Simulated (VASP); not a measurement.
Wanted: the native input for a VASP 6.6.1 run.

| Item | Value |
| --- | --- |
| Task | single point |
| Functional | PBEsol |
| Potentials or basis | VASP PAW PBE potentials, release 64 (Ta_sv_GW, N) |
| Cutoff | 600 eV |
| k mesh | 18 × 18 × 18 |
| Occupations | gaussian, width 0.15 eV |
| Spin | no spin polarisation |
| Dipole correction | no |
| Further INCAR settings | ALGO = Normal; EDIFF = 1e-06; NBANDS = 16 |

The structure of TaN lies in POSCAR:

```
TaN
1.0
    0.0000000000      2.1790000000      2.1245250000
    2.1790000000      0.0000000000      2.1245250000
    2.1790000000      2.1790000000      0.0000000000
Ta N
1 1
Direct
    0.5000000000      0.5000000000      0.5000000000
    0.0000000000      0.0000000000      0.0000000000
```

This cell differs from its parent crystal: strain +0.000 along x and y, -0.025 along z.

One way to write it, as run:

INCAR

```
SYSTEM = TaN
  PREC = Accurate
  ENCUT = 600
  EDIFF = 1E-6
  ISMEAR = 0
  SIGMA = 0.15
  LREAL = .FALSE.
  LASPH = .TRUE.
  NELM = 120
  ALGO = Normal
  ISIF = 2
  LWAVE = .FALSE.
  LCHARG = .TRUE.
  GGA = PS
  LELF = .TRUE.
  LVHAR = .TRUE.
  NBANDS = 16
  GGA_COMPAT = .FALSE.
```

KPOINTS

```
regular mesh
0
G
  18 18 18
  0 0 0
```

Potentials or basis: VASP PAW PBE potentials, release 64 (Ta_sv_GW, N).

The run is started by

```sh
$ cat potpaw_PBE.64/Ta_sv_GW/POTCAR potpaw_PBE.64/N/POTCAR > POTCAR
$ mpirun -np 1 vasp_std > vasp.out
```

It gave:

```json
{"Pressure": "15.3 GPa", "Band gap on the k mesh": "zero (bands 9 and 10 overlap by 4.33 eV)"}
```

Caveat: the cell differs from its parent crystal (strain +0.000 along x and y, -0.025 along z); the cell stands under pressure; the PAW data sets were made with another functional, which shifts forces and pressure a little; spin-orbit coupling is left out, which moves the levels of the heavy elements.

It took 2.3 min on 1 thread of AMD EPYC 7R13 Processor (Zen 3), on a shared host, peak memory 0.3 GiB.
